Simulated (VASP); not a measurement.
Input of a VASP 6.6.1 run:

File INCAR:

```
PREC     = Accurate       # precision mode
ENCUT    = 520            # plane-wave cutoff, eV
EDIFF    = 1E-6           # SCF threshold, eV
ISMEAR   = -1             # smearing method
SIGMA    = 0.1            # smearing width, eV
LREAL    = F              # projectors in reciprocal space
LASPH    = T              # aspherical terms in the spheres
NELM     = 150            # most SCF steps
ALGO     = Normal         # electronic algorithm
ISIF     = 2              # what is computed and relaxed
LWAVE    = F              # write WAVECAR
LCHARG   = T              # write CHGCAR
ISPIN    = 2              # spin polarisation
MAGMOM   = 0 2.4 0 0 0    # initial moments
LORBIT   = 11             # projections on sites
LMAXMIX  = 4              # l up to which the mixer works
LDAU     = T              # DFT+U
LDAUTYPE = 2            
LDAUL    = -1 2 -1        # shell
LDAUU    = 0 6 0          # U, eV
LDAUJ    = 0 0 0        
LDAUPRINT= 1            
LELF     = T              # ELF
LVHAR    = T            
NBANDS   = 28             # bands
```

The input KPOINTS:

```
Automatic mesh
0
Gamma
  7 7 7
```

The input POSCAR:

```
NaFeO3
1.0
    3.8304800000      0.0000000000      0.0000000000
    0.0000000000      3.8304800000      0.0000000000
    0.0000000000      0.0000000000      3.8304800000
Na Fe O
1 1 3
Direct
    0.0000000000      0.0000000000      0.0000000000
    0.5000000000      0.5000000000      0.5000000000
    0.5000000000      0.5000000000      0.0000000000
    0.5000000000      0.0000000000      0.5000000000
    0.0000000000      0.5000000000      0.5000000000
```

Potentials or basis: VASP PAW LDA potentials, release 64 (Na_pv, Fe, O).

Launch:

```console
$ cat potpaw_LDA.64/Na_pv/POTCAR potpaw_LDA.64/Fe/POTCAR potpaw_LDA.64/O/POTCAR > POTCAR
$ mpirun -np 1 vasp_std > vasp.out
```

(1) Predict the site moments.

(2) Predict the net moment.

(3) What does it give for the pressure?

Answers

(1) Na -0.00; Fe +3.86; O +0.28 μB.

(2) 4.86 μB per cell.

(3) -11.7 GPa.

Caveat: a cell with one magnetic atom can't hold antiferromagnetic order, which such compounds often take.
